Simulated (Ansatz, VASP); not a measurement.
# BaTiO3 in VASP and in Ansatz

The input INCAR:

```
PREC = Accurate ; ENCUT = 520
EDIFF = 1E-6 ; ISMEAR = -1
SIGMA = 0.02 ; LREAL = False
LASPH = True ; NELM = 60
ALGO = Normal ; ISIF = 2
LWAVE = False ; LCHARG = False
GGA = PE ; IBRION = 2
NSW = 80 ; EDIFFG = -0.02
```

KPOINTS

```
regular mesh
0
Gamma
  8 8 8
```

File POSCAR:

```
BaTiO3
1.0
    4.0845689666      0.0000000000      0.0000000000
    0.0000000000      4.0845689666      0.0000000000
    0.0000000000      0.0000000000      4.0845689666
Ba Ti O
1 1 3
Direct
    0.5000000000      0.5000000000      0.5000000000
    0.0000000000      0.0000000000      0.0000000000
    0.5000000000      0.0000000000      0.0000000000
    0.0000000000      0.5000000000      0.0000000000
    0.0000000000      0.0000000000      0.5000000000
```

Input for Ansatz:

```yaml
crystal:
  lattice:
    - [4.0845689666, 0.0, 0.0]
    - [0.0, 4.0845689666, 0.0]
    - [0.0, 0.0, 4.0845689666]
  atoms:
    - { symbol: Ba, position: [0.5, 0.5, 0.5] }
    - { symbol: Ti, position: [0.0, 0.0, 0.0] }
    - { symbol: O, position: [0.5, 0.0, 0.0] }
    - { symbol: O, position: [0.0, 0.5, 0.0] }
    - { symbol: O, position: [0.0, 0.0, 0.5] }
kpoints:
  mp_grid: { grid: [8, 8, 8] }
scf:
  occupations: { method: fermi_dirac, width: 0.02 }
hamiltonian:
  xc: pbe
  pseudopotentials: { kind: paw }
output:
  forces: true
  stress: true
  populations: true
  efg:
    quadrupole_moments_barn: { Ba: 0.236, Ti: 0.247, O: -0.02558 }
    contact_densities: true
relax:
  f_tol: 0.02
  max_steps: 60
```

Change from the starting cell: volume scaled by 1.06, ions relaxed.

Alike in both runs: task relaxation of the atoms; functional PBE; k mesh 8 × 8 × 8; occupations fermi-dirac, width 0.02 eV; no spin polarisation.

```csv
,VASP,Ansatz
version,VASP 6.6.1,Ansatz 0.2.0
potentials or method,"VASP PAW PBE potentials, release 64 (Ba_sv, Ti_sv, O)","plane-wave PAW, scalar-relativistic"
plane-wave cutoff (eV),520,420
valence electrons in the cell,40,40
```

Ansatz gave:

- gap on the k mesh at the Fermi level, each at its own relaxed structure (eV): 1.68

Q: What did VASP give for the same quantities?

A: gap on the k mesh at the Fermi level, each at its own relaxed structure (eV): 1.62.

Ansatz's warnings: stress scf threshold loose.

Neither program's run includes spin-orbit coupling. Noted on VASP's run: the relaxation stopped at its first step, so nothing moved.
